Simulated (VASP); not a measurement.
Input of a VASP 6.6.1 run:

INCAR

```
  PREC = Accurate
  ENCUT = 520
  EDIFF = 1E-7
  ISMEAR = -1
  SIGMA = 0.02
  LREAL = False
  LASPH = True
  NELM = 100
  ALGO = Normal
  ISIF = 2
  LWAVE = False
  LCHARG = False
  GGA = PE
  NBANDS = 13
```

KPOINTS

```
regular mesh
0
Gamma
  4 4 4
```

The input POSCAR:

```
Ge
1.0
    1.3971490000     -2.6005160000      0.0000000000
    1.3971490000      2.6005160000      0.0000000000
    0.0000000000      0.0000000000      2.6982310000
Ge
1
Direct
    0.5000000000      0.5000000000      0.0000000000
```

Potentials or basis: VASP PAW PBE potentials, release 64 (Ge_d).

Run with:

```console
$ cat potpaw_PBE.64/Ge_d/POTCAR > POTCAR
$ mpirun -np 1 vasp_std > vasp.out
```

Q: What does it give for the band gap on the k mesh?

A: Zero (band 7 reaches 12.88 eV, above the bottom of band 8 at 3.96 eV).

Q: Predict the pressure.

A: 1.2 GPa.

Stress tensor (GPa, compression positive):
```
 1.00  0.00  0.00
 0.00 12.24  0.00
 0.00  0.00 -9.77
```

Caveat: the k points lie up to 0.64 Å⁻¹ apart.
